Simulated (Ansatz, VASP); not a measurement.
## TiB2 in VASP and in Ansatz

```
Ti B
1.0
     2.99514    0.00000    0.00000
    -1.49757    2.59387    0.00000
     0.00000    0.00000    3.15750
Ti B
1 2
Direct
  0.00000 0.00000 0.00000
  0.33333 0.66667 0.50000
  0.66667 0.33333 0.50000
```

Alike in both runs: functional LDA; k mesh 9 × 9 × 6; occupations gaussian, width 0.1 eV; no spin polarisation.

Ansatz relaxed the structure, and its values are those at the end. VASP's run is a single point on that final structure, the one shown.

|  | VASP | Ansatz |
| --- | --- | --- |
| version | VASP 6.6.1 | Ansatz 0.2.0 |
| potentials or method | VASP PAW LDA potentials, release 64 (Ti_sv, B), cutoff 520 eV | scalar-relativistic, plane waves, PAW |
| valence electrons in the cell | 18 | 18 |

```csv
,VASP,Ansatz,Ansatz less VASP
gap on the k mesh at the Fermi level (eV),none,none,-
pressure (GPa),0.5,-0.1,-0.58
```

LDA's correlation is that of Perdew and Zunger in VASP and of Perdew and Wang (1992) in Ansatz. A gap of «none» marks a metal or a gap that the smearing closes.
